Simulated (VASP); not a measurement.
# SiC (I-4m2) in VASP: further runs

The runs below take SiC through single point, with PBE.

All numbers are computed with VASP 6.6.1; they aren't measurements. Logs are shortened: lines on timing, memory, paths and dates and some standing lists are left out, and cuts for length are marked.

### 1 The cell of the first run

It takes space group I-4m2 (No. 119, tetragonal). Conventional cell: a = 3.451 Å, b = 3.451 Å, c = 3.451 Å, α = 90.00°, β = 90.00°, γ = 90.00°. Si (site symmetry -4m2) has 4 C at 1.93 Å within 2.6 Å. Within 2.6 Å of C (site symmetry -4m2) lie 4 Si at 1.93 Å.

### 2 Single point, PBE

File INCAR:

```
ALGO     = Normal         # electronic algorithm
EDIFF    = 1E-6           # SCF threshold, eV
ENCUT    = 520            # plane-wave cutoff, eV
GGA      = PE             # functional
ISIF     = 2              # what is computed and relaxed
ISMEAR   = 0              # smearing method
LASPH    = T              # aspherical terms in the spheres
LCHARG   = F              # write CHGCAR
LREAL    = F              # projectors in reciprocal space
LWAVE    = F              # write WAVECAR
NBANDS   = 11             # bands
NELM     = 80             # most SCF steps
PREC     = Accurate       # precision mode
SIGMA    = 0.05           # smearing width, eV
```

File KPOINTS:

```
k-points
0
Gamma
  4 4 4
```

File POSCAR:

```
SiC
1.0
    0.0000000000      2.4403553397      1.7253312252
    2.4403553397      0.0000000000      1.7253312252
    2.4403553397      2.4403553397      0.0000000000
Si C
1 1
Direct
    0.0000000000      0.0000000000      0.0000000000
    0.7500000000      0.7500000000      0.7500000000
```

Potentials or basis: VASP PAW PBE potentials, release 64 (Si, C).

The run is started by

```console
$ cat potpaw_PBE.64/Si/POTCAR potpaw_PBE.64/C/POTCAR > POTCAR
$ mpirun -np 1 vasp_std > vasp.out
```

OUTCAR:

```text
EDIFF = 1E-6
   ENCUT = 520
   GGA = PE
   ISIF = 2
   ISMEAR = 0
   LASPH = T
   LREAL = F
   NELM = 80
   PREC = Accurate

 ion  position               nearest neighbor table
   1  0.000  0.000  0.000-   2 1.93   2 1.93   2 1.93   2 1.93
   2  0.750  0.750  0.750-   1 1.93   1 1.93   1 1.93   1 1.93

  LATTYP: Found a body centered tetragonal cell.
 ALAT       =     3.4511836184
 C/A-ratio  =     0.9998489886

  Lattice vectors:

 A1 = (   0.0000000000,  -2.4403553397,  -1.7253312252)
 A2 = (   0.0000000000,   2.4403553397,  -1.7253312252)
 A3 = (   2.4403553397,   0.0000000000,   1.7253312252)

Analysis of symmetry for initial positions (statically):
=====================================================================
 Subroutine PRICEL returns:
 Original cell was already a primitive cell.

 Routine SETGRP: Setting up the symmetry group for a
 body centered tetragonal supercell.

 Subroutine GETGRP returns: Found  8 space group operations
 (whereof  8 operations were pure point group operations)
 out of a pool of 16 trial point group operations.

The static configuration has the point symmetry D_2d.

Analysis of symmetry for dynamics (positions and initial velocities):
=====================================================================
 Subroutine PRICEL returns:
 Original cell was already a primitive cell.

 Routine SETGRP: Setting up the symmetry group for a
 body centered tetragonal supercell.

 Subroutine GETGRP returns: Found  8 space group operations
 (whereof  8 operations were pure point group operations)
 out of a pool of 16 trial point group operations.

The dynamic configuration has the point symmetry D_2d.

 Subroutine INISYM returns: Found  8 space group operations
 (whereof  8 operations are pure point group operations),
 and found     1 'primitive' translations

----------------------------------------------------------------------------------------

                                     Primitive cell

  volume of cell :      20.5498

  direct lattice vectors                    reciprocal lattice vectors
     0.000000000  2.440355340  1.725331225    -0.204888195  0.204888195  0.289799427
     2.440355340  0.000000000  1.725331225     0.204888195 -0.204888195  0.289799427
     2.440355340  2.440355340  0.000000000     0.204888195  0.204888195 -0.289799427

  length of vectors
     2.988662246  2.988662246  3.451183618     0.409807336  0.409807336  0.409807336

  position of ions in fractional coordinates (direct lattice)
     0.000000000  0.000000000  0.000000000
     0.750000000  0.750000000  0.750000000

  ion indices of the primitive-cell ions
   primitive index   ion index
                 1           1
                 2           2

----------------------------------------------------------------------------------------

 KPOINTS: k-points

Automatic generation of k-mesh.
 Grid dimensions read from file:
 generate k-points for:    4    4    4

 Generating k-lattice:

  Cartesian coordinates                     Fractional coordinates (reciprocal lattice)
    -0.051222049  0.051222049  0.072449857     0.250000000  0.000000000  0.000000000
     0.051222049 -0.051222049  0.072449857     0.000000000  0.250000000  0.000000000
     0.051222049  0.051222049 -0.072449857     0.000000000  0.000000000  0.250000000

  Length of vectors
     0.102451834  0.102451834  0.102451834

  Shift w.r.t. Gamma in fractional coordinates (k-lattice)
     0.000000000  0.000000000  0.000000000

 Subroutine IBZKPT returns following result:
 ===========================================

 Found     13 irreducible k-points:

 Following reciprocal coordinates:
            Coordinates               Weight
  0.000000  0.000000  0.000000      1.000000
  0.250000  0.000000  0.000000      8.000000
  0.500000  0.000000  0.000000      4.000000
  0.250000  0.250000  0.000000      2.000000
  0.500000  0.250000  0.000000      8.000000
 -0.250000  0.250000  0.000000      4.000000
  0.500000  0.500000  0.000000      1.000000
  0.250000  0.000000  0.250000      4.000000
  0.500000 -0.000000  0.250000     16.000000
 -0.250000 -0.000000  0.250000      8.000000
 -0.250000  0.500000  0.250000      4.000000
  0.500000  0.000000  0.500000      2.000000
 -0.250000  0.250000  0.500000      2.000000
   k-points           NKPTS =     13   k-points in BZ     NKDIM =     13   number of bands    NBANDS=     11
   number of dos      NEDOS =    301   number of ions     NIONS =      2
   total plane-waves  NPLWV =  16128
   dimension x,y,z NGX =    24 NGY =   24 NGZ =   28
   dimension x,y,z NGXF=    48 NGYF=   48 NGZF=   56
   ions per type =               1   1
   NGX,Y,Z   is equivalent  to a cutoff of  13.35, 13.35, 13.49 a.u.
   NGXF,Y,Z  is equivalent  to a cutoff of  26.70, 26.70, 26.98 a.u.
 SYSTEM =  unknown system
   PREC   = accura    normal or accurate (medium, high low for compatibility)
   ISTART =      0    job   : 0-new  1-cont  2-samecut
   ICHARG =      2    charge: 1-file 2-atom 10-const
   ISPIN  =      1    spin polarized calculation?
   LNONCOLLINEAR =      F non collinear calculations
   LSORBIT =      F    spin-orbit coupling
   LASPH  =      T    aspherical Exc in radial PAW
   ENCUT  =  520.0 eV  38.22 Ry    6.18 a.u.   5.56  5.56  6.42*2*pi/ulx,y,z
   NELM   =     80;   NELMIN=  2; NELMDL= -5     # of ELM steps
   EDIFF  = 0.1E-05   stopping-criterion for ELM
   LREAL  =      F    real-space projection
   EDIFFG = 0.1E-04   stopping-criterion for IOM
   NSW    =      0    number of steps for IOM
   IBRION =     -1    ionic relax: 0-MD 1-quasi-New 2-CG
   NFREE  =      0    steps in history (QN), initial steepest desc. (CG)
   ISIF   =      2    stress and relaxation
   ISYM   =      2    0-nonsym 1-usesym 2-fastsym
   POTIM  = 0.5000    time-step for ionic-motion
   TEBEG  =    0.0;   TEEND  =   0.0 temperature during run
   PSTRESS=    0.0 pullay stress
   NELECT =       8.0000    total number of electrons
   NUPDOWN=      -1.0000    fix difference up-down
   EMIN   =  10.00;   EMAX   =-10.00  energy-range for DOS
   EFERMI =   0.00;   METHOD = LEGACY
   ISMEAR =     0;   SIGMA  =   0.05  broadening in eV -4-tet -1-fermi 0-gaus
   EFERMI_NEDOS =   21; number of points for ismear=-14 and -15
   IALGO  =     38    algorithm
   IMIX   =      4    mixing-type and parameters
     AMIX     =   0.40;   BMIX     =  1.00
     AMIX_MAG =   1.60;   BMIX_MAG =  1.00
  volume/ion in A,a.u.               =      10.27        69.34
  Fermi-wavevector in a.u.,A,eV,Ry     =   1.195369  2.258920 19.441458  1.428907
  Thomas-Fermi vector in A             =   2.331336
   LORBIT       =      0    0 simple, 1 ext, 2 COOP (PROOUT), +10 PAW based schemes
   GGA     = PE    functional components
   LHFCALC =     F    Hartree Fock is set to
   AEXX    =    0.0000 exact exchange contribution
   IVDW    =     0    specifies the selected vdW correction
   LEPSILON=     F    determine dielectric tensor
   LRPA    =     F    only Hartree local field effects (RPA)
 non-spin polarized calculation
 Gauss-broadening in eV      SIGMA  =   0.05
  energy-cutoff  :      520.00
  volume of cell :       20.55
 maximum number of plane-waves:       586
 NGX is ok and might be reduce to    24

 number of electron       8.0000000 magnetization

 Free energy of the ion-electron system (eV)
  ---------------------------------------------------
  ext. energy  EPLUGINS =         0.00000000
  ---------------------------------------------------
  free energy    TOTEN  =       -14.10628552 eV

  energy without entropy =      -14.10627550  energy(sigma->0) =      -14.10628051

 E-fermi :   8.8575     XC(G=0): -11.5108

 val. band max:        8.7299359149   @ k =   0.2500   0.0000   0.0000
 cond. band min:       8.9642013920   @ k =   0.5000   0.5000   0.0000
 fundamental gap:      0.2342654770
 Fermi energy:         8.8574521755

 k-point     1 :       0.0000    0.0000    0.0000
  band No.  band energies     occupation
      1      -7.1034      2.00000
      2       8.0723      2.00000
      3       8.0723      2.00000
      4       9.7161      0.00000
      5      14.1315      0.00000
      6      15.6944      0.00000
      7      16.6970      0.00000
      8      16.6970      0.00000
      9      18.1765      0.00000
     10      22.4018      0.00000
     11      22.6539      0.00000

 k-point     2 :       0.2500    0.0000    0.0000
  band No.  band energies     occupation
      1      -5.8072      2.00000
      2       4.4431      2.00000
      3       6.7954      2.00000
      4       8.7299      1.99969
      5      12.6606      0.00000
      6      14.6718      0.00000
      7      16.6843      0.00000
      8      18.3980      0.00000
      9      21.5656      0.00000
     10      21.6816      0.00000
     11      27.4225      0.00000

 k-point     3 :       0.5000    0.0000    0.0000
  band No.  band energies     occupation
      1      -3.1541      2.00000
      2      -0.0297      2.00000
      3       5.8794      2.00000
      4       8.2937      2.00000
      5      11.1790      0.00000
      6      13.4083      0.00000
      7      18.9711      0.00000
      8      19.9444      0.00000
      9      22.8067      0.00000
     10      25.6546      0.00000
     11      27.2502      0.00000
[... 113 lines left out ...]
 k-point    12 :       0.5000    0.0000    0.5000
  band No.  band energies     occupation
      1      -2.7676      2.00000
      2      -0.7820      2.00000
      3       6.8671      2.00000
      4       7.1881      2.00000
      5      11.7543      0.00000
      6      15.1481      0.00000
      7      17.9766      0.00000
      8      19.5286      0.00000
      9      22.1393      0.00000
     10      24.5285      0.00000
     11      27.5470      0.00000

 k-point    13 :      -0.2500    0.2500    0.5000
  band No.  band energies     occupation
      1      -1.9416      2.00000
      2       0.9763      2.00000
      3       3.0299      2.00000
      4       3.5000      2.00000
      5      17.0501      0.00000
      6      17.5130      0.00000
      7      18.3796      0.00000
      8      22.6780      0.00000
      9      23.6340      0.00000
     10      24.0036      0.00000
     11      25.4300      0.00000

------------------------ aborting loop because EDIFF is reached ----------------------------------------

  FORCE on cell =-STRESS in cart. coord.  units (eV):
  Direction    XX          YY          ZZ          XY          YZ          ZX
  --------------------------------------------------------------------------------------
  -------------------------------------------------------------------------------------
  Total       -2.6166931     -2.6166931      3.3707070      0.0000000      0.0000000      0.0000000
  in kB     -204.0115528   -204.0115528    262.7985541      0.0000000      0.0000000      0.0000000
  external PRESSURE =     -48.4081839 kB  Pullay stress =       0.0000000 kB

 VOLUME and BASIS-vectors are now :
 -----------------------------------------------------------------------------
  energy-cutoff  :      520.00
  volume of cell :       20.55
      direct lattice vectors                 reciprocal lattice vectors
     0.000000000  2.440355340  1.725331225    -0.204888195  0.204888195  0.289799427
     2.440355340  0.000000000  1.725331225     0.204888195 -0.204888195  0.289799427
     2.440355340  2.440355340  0.000000000     0.204888195  0.204888195 -0.289799427

 POSITION                                       TOTAL-FORCE (eV/Angst)
 -----------------------------------------------------------------------------------
      0.00000      0.00000      0.00000         0.000000      0.000000      0.000000
      3.66053      3.66053      2.58800        -0.000000     -0.000000      0.000000
 -----------------------------------------------------------------------------------
    total drift:                                0.000000      0.000000      0.000000

  FREE ENERGIE OF THE ION-ELECTRON SYSTEM (eV)
  ---------------------------------------------------
  free  energy   TOTEN  =       -14.1062855193 eV

  energy  without entropy=      -14.1062754962  energy(sigma->0) =      -14.10628051
```

Wall time 11 s (1 thread of AMD EPYC 7R13, shared host); peak memory 0.1 GiB.

What came out:

- Free energy: -14.1063 eV
- Pressure: -4.8 GPa
- Band gap on the k mesh: zero (band 4 reaches 9.72 eV, above the bottom of band 5 at 8.71 eV)

Stress tensor (GPa, compression positive):
```
-20.40   0.00   0.00
  0.00 -20.40   0.00
  0.00   0.00  26.28
```

Levels at points of the mesh, in eV from the Fermi level:
```tsv
k point	band 2	band 3	band 4	band 5	band 6	band 7
(0.00, 0.00, 0.00)	-0.79	-0.79	0.86	5.27	6.84	7.84
(0.50, 0.00, 0.00)	-8.89	-2.98	-0.56	2.32	4.55	10.11
(0.50, 0.50, 0.00)	-5.73	-5.73	-5.20	-0.14	0.11	12.68
(0.50, 0.00, 0.50)	-9.64	-1.99	-1.67	2.90	6.29	9.12
```

Caveat: the k points lie up to 0.64 Å⁻¹ apart.

### 3 Single point, PBE

This run uses another cell than the first one, of the same volume but with other edges.

File INCAR:

```
PREC     = Accurate       # precision mode
ENCUT    = 520            # plane-wave cutoff, eV
EDIFF    = 1E-6           # SCF threshold, eV
ISMEAR   = 0              # smearing method
SIGMA    = 0.05           # smearing width, eV
LREAL    = F              # projectors in reciprocal space
LASPH    = T              # aspherical terms in the spheres
NELM     = 100            # most SCF steps
ALGO     = Normal         # electronic algorithm
ISIF     = 2              # what is computed and relaxed
LWAVE    = F              # write WAVECAR
LCHARG   = F              # write CHGCAR
GGA      = PE             # functional
NBANDS   = 11             # bands
```

File KPOINTS:

```
Automatic mesh
0
Gamma
  4 4 4
```

File POSCAR:

```
SiC
1.0
    0.0000000000      1.9369113167      2.7387926018
    1.9369113167      0.0000000000      2.7387926018
    1.9369113167      1.9369113167      0.0000000000
Si C
1 1
Direct
    0.0000000000      0.0000000000      0.0000000000
    0.7500000000      0.7500000000      0.7500000000
```

Potentials or basis: VASP PAW PBE potentials, release 64 (Si, C).

The run is started by

```console
$ cat potpaw_PBE.64/Si/POTCAR potpaw_PBE.64/C/POTCAR > POTCAR
$ mpirun -np 1 vasp_std > vasp.out
```

Run time: 10 s. Hardware: 1 thread of AMD EPYC 7R13, shared host; peak memory 0.1 GiB.

It converged, with:

* Free energy: -13.0881 eV
* Pressure: 1.2 GPa
* Band gap on the k mesh: zero (band 4 reaches 9.94 eV, above the bottom of band 5 at 9.17 eV)

Stress tensor (GPa, compression positive):
```
 38.60   0.00   0.00
  0.00  38.60   0.00
  0.00   0.00 -73.54
```

Levels at points of the mesh, in eV from the Fermi level:
| k point | band 1 | band 2 | band 3 | band 4 | band 5 | band 6 | band 7 | band 8 |
| --- | --- | --- | --- | --- | --- | --- | --- | --- |
| (0.00, 0.00, 0.00) | -17.11 | -4.05 | -0.13 | -0.13 | 1.59 | 5.73 | 6.13 | 6.13 |
| (0.50, 0.00, 0.00) | -13.20 | -10.08 | -4.88 | -0.58 | 0.03 | 7.78 | 8.60 | 9.09 |
| (0.50, 0.50, 0.00) | -13.54 | -12.17 | -1.87 | -1.87 | 2.43 | 6.79 | 8.81 | 12.46 |
| (0.50, 0.00, 0.50) | -10.85 | -7.76 | -5.85 | -5.05 | -0.75 | 1.02 | 6.39 | 10.42 |

Caveat: the k points lie up to 0.64 Å⁻¹ apart.
